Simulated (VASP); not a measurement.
# Tl (Fd-3m) in VASP: a series of runs, part 2 of 2

VASP 6.6.1. The steps go on from the part before.

### Step 3. Single point, LDA (29.95 Å³/atom)

This run uses another cell than the first one, of 29.95 Å³/atom.

Input file POSCAR:

```
Tl
1.0
    0.0000000000      3.1055097969      3.1055097969
    3.1055097969      0.0000000000      3.1055097969
    3.1055097969      3.1055097969      0.0000000000
Tl
2
Direct
   -0.1250000000     -0.1250000000     -0.1250000000
    0.1250000000      0.1250000000      0.1250000000
```

Input file INCAR.step1:

```
SYSTEM = Tl
PREC     = Accurate       ! precision mode
ENCUT    = 520            ! plane-wave cutoff, eV
EDIFF    = 1E-6           ! SCF threshold, eV
ISMEAR   = -1             ! smearing method
SIGMA    = 0.1            ! smearing width, eV
LREAL    = .False.        ! projectors in reciprocal space
LASPH    = .True.         ! aspherical terms in the spheres
NELM     = 80             ! most SCF steps
ALGO     = Normal         ! electronic algorithm
ISIF     = 2              ! what is computed and relaxed
LWAVE    = .False.        ! write WAVECAR
LCHARG   = .True.         ! write CHGCAR
NBANDS   = 20             ! bands
```

Input file KPOINTS.step1:

```
Automatic mesh
0
Gamma
  10 10 10
  0 0 0
```

Input file INCAR.step2:

```
SYSTEM = Tl
PREC     = Accurate       ! precision mode
ENCUT    = 520            ! plane-wave cutoff, eV
EDIFF    = 1E-6           ! SCF threshold, eV
ISMEAR   = -5             ! smearing method
SIGMA    = 0.1            ! smearing width, eV
LREAL    = .False.        ! projectors in reciprocal space
LASPH    = .True.         ! aspherical terms in the spheres
NELM     = 80             ! most SCF steps
ALGO     = Normal         ! electronic algorithm
ISIF     = 2              ! what is computed and relaxed
LWAVE    = .False.        ! write WAVECAR
LCHARG   = .False.        ! write CHGCAR
LORBIT   = 11             ! projections on sites
NBANDS   = 20             ! bands
NEDOS    = 1001           ! points of the DOS
ICHARG   = 11             ! starting density
```

Input file KPOINTS.step2:

```
Automatic mesh
0
Gamma
  15 15 15
  0 0 0
```

Potentials or basis: VASP PAW LDA potentials, release 64 (Tl_d).

Launch:

```
$ cat potpaw_LDA.64/Tl_d/POTCAR > POTCAR
$ cp INCAR.step1 INCAR
$ cp KPOINTS.step1 KPOINTS
$ mpirun -np 1 vasp_std > vasp.out
$ cp INCAR.step2 INCAR
$ cp KPOINTS.step2 KPOINTS
$ mpirun -np 1 vasp_std > vasp.out
```

OUTCAR:

```text
SYSTEM = Tl
   PREC = Accurate
   ENCUT = 520
   EDIFF = 1E-6
   ISMEAR = -5
   LREAL = .False.
   LASPH = .True.
   NELM = 80
   ISIF = 2
   LORBIT = 11
   ICHARG = 11

 ion  position               nearest neighbor table
   1  0.875  0.875  0.875-   2 2.69   2 2.69   2 2.69   2 2.69
   2  0.125  0.125  0.125-   1 2.69   1 2.69   1 2.69   1 2.69

  LATTYP: Found a face centered cubic cell.
 ALAT       =     6.2110195938

  Lattice vectors:

 A1 = (   0.0000000000,   3.1055097969,   3.1055097969)
 A2 = (   3.1055097969,   0.0000000000,   3.1055097969)
 A3 = (   3.1055097969,   3.1055097969,   0.0000000000)

[... 745 lines left out ...]
  Total        4.2699599      4.2699599      4.2699599     -0.0000000     -0.0000000      0.0000000
  in kB      114.2104049    114.2104049    114.2104049     -0.0000000     -0.0000000      0.0000000
  external PRESSURE =     114.2104049 kB  Pullay stress =       0.0000000 kB

 VOLUME and BASIS-vectors are now :
 -----------------------------------------------------------------------------
  energy-cutoff  :      520.00
  volume of cell :       59.90
      direct lattice vectors                 reciprocal lattice vectors
     0.000000000  3.105509797  3.105509797    -0.161004161  0.161004161  0.161004161
     3.105509797  0.000000000  3.105509797     0.161004161 -0.161004161  0.161004161
     3.105509797  3.105509797  0.000000000     0.161004161  0.161004161 -0.161004161

 POSITION                                       TOTAL-FORCE (eV/Angst)
 -----------------------------------------------------------------------------------
      5.43464      5.43464      5.43464         0.000000      0.000000      0.000000
      0.77638      0.77638      0.77638        -0.000000     -0.000000     -0.000000
 -----------------------------------------------------------------------------------
    total drift:                               -0.000000      0.000000      0.000000

  FREE ENERGIE OF THE ION-ELECTRON SYSTEM (eV)
  ---------------------------------------------------
  free  energy   TOTEN  =        -4.5063105481 eV

  energy  without entropy=       -4.5063105481  energy(sigma->0) =       -4.50631055

 total charge

# of ion       s       p       d       tot
------------------------------------------
    1        1.131   0.668   9.647  11.445
    2        1.131   0.668   9.647  11.445
--------------------------------------------------
tot          2.262   1.335  19.293  22.891
```

Run time: 3.6 min. Hardware: 1 thread of Oxide Virtual Turin-like, shared host; peak memory 0.2 GiB.

What came out:

```
Valence electrons inside the program's atomic spheres : Tl 11.45
```

Levels at points of the mesh, in eV from the Fermi level:
| k point | band 11 | band 12 | band 13 | band 14 | band 15 | band 16 |
| --- | --- | --- | --- | --- | --- | --- |
| (0.00, 0.00, 0.00) | -10.64 | 1.79 | 3.59 | 3.59 | 3.59 | 5.19 |

Caveat: spin-orbit coupling is left out, which moves the levels of the heavy elements.

### Step 4. Single point, LDA

This run uses another cell than the first one, of 38.40 Å³/atom.

Input file POSCAR:

```
Tl
1.0
    0.0000000000      3.3736604466      3.3736604466
    3.3736604466      0.0000000000      3.3736604466
    3.3736604466      3.3736604466      0.0000000000
Tl
2
Direct
   -0.1250000000     -0.1250000000     -0.1250000000
    0.1250000000      0.1250000000      0.1250000000
```

Input file INCAR.step1:

```
ALGO = Normal
EDIFF = 1E-6
ENCUT = 520
GGA = CA
ISIF = 2
ISMEAR = -1
LASPH = True
LCHARG = True
LREAL = False
LWAVE = False
NBANDS = 20
NELM = 100
PREC = Accurate
SIGMA = 0.1
```

Input file KPOINTS.step1:

```
k-points
0
Gamma
  10 10 10
```

Input file INCAR.step2:

```
ALGO = Normal
EDIFF = 1E-6
ENCUT = 520
GGA = CA
ICHARG = 11
ISIF = 2
ISMEAR = -5
LASPH = True
LCHARG = False
LORBIT = 11
LREAL = False
LWAVE = False
NEDOS = 1001
NELM = 100
PREC = Accurate
SIGMA = 0.1
```

Input file KPOINTS.step2:

```
k-points
0
Gamma
  15 15 15
```

Launch:

```
$ cat potpaw_LDA.64/Tl_d/POTCAR > POTCAR
$ cp INCAR.step1 INCAR
$ cp KPOINTS.step1 KPOINTS
$ mpirun -np 1 vasp_std > vasp.out
$ cp INCAR.step2 INCAR
$ cp KPOINTS.step2 KPOINTS
$ mpirun -np 1 vasp_std > vasp.out
```

Run time: 3.2 min. Hardware: 1 thread of Oxide Virtual Turin-like, shared host; peak memory 0.22 GiB.

Results (log left out):

```yaml
Valence_electrons_inside_the_program's_atomic_spheres: Tl 11.27
```

Levels at points of the mesh, in eV from the Fermi level:
| k point | band 11 | band 12 | band 13 | band 14 | band 15 | band 16 |
| --- | --- | --- | --- | --- | --- | --- |
| (0.00, 0.00, 0.00) | -9.24 | -0.31 | 2.64 | 2.64 | 2.64 | 4.32 |

Caveat: spin-orbit coupling is left out, which moves the levels of the heavy elements.
